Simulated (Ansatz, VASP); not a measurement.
**PtPb: VASP beside Ansatz**

```
Pt Pb
1.0
     4.33336    0.00000    0.00000
    -2.16668    3.75280    0.00000
     0.00000    0.00000    5.56301
Pt Pb
2 2
Direct
  0.33333 0.66667 0.25000
  0.66667 0.33333 0.75000
  0.00000 0.00000 0.00000
  0.00000 0.00000 0.50000
```

Change from the starting cell: volume scaled by 1.06, crystal datasets.

Alike in both runs: task electric field gradients; functional LDA; k mesh 10 × 10 × 7; occupations fermi-dirac, width 0.05 eV; no spin polarisation.

```csv
,VASP,Ansatz
version,VASP 6.6.1,Ansatz 0.2.0
potentials or method,"VASP PAW LDA potentials, release 64 (Pt, Pb_d), cutoff 520 eV","all-electron PAW with datasets made for the crystal, scalar-relativistic"
```

|  | VASP | Ansatz | Ansatz less VASP |
| --- | --- | --- | --- |
| pressure (GPa) | 0.1 | -0.1 | -0.21 |
| traceless stress, the component that is largest in VASP (GPa) | 15.36 | 15.40 | +0.034 |
| size of Vzz on the site where it differs most (V/Å²) | 9.3 | 76.7 | +67.40 |

LDA's correlation is that of Perdew and Zunger in VASP and of Perdew and Wang (1992) in Ansatz. One of these differences is far larger than is usual between the two programs; its cause wasn't traced. Ansatz ran all-electron here, and VASP with PAW potentials.

Neither program's run includes spin-orbit coupling.
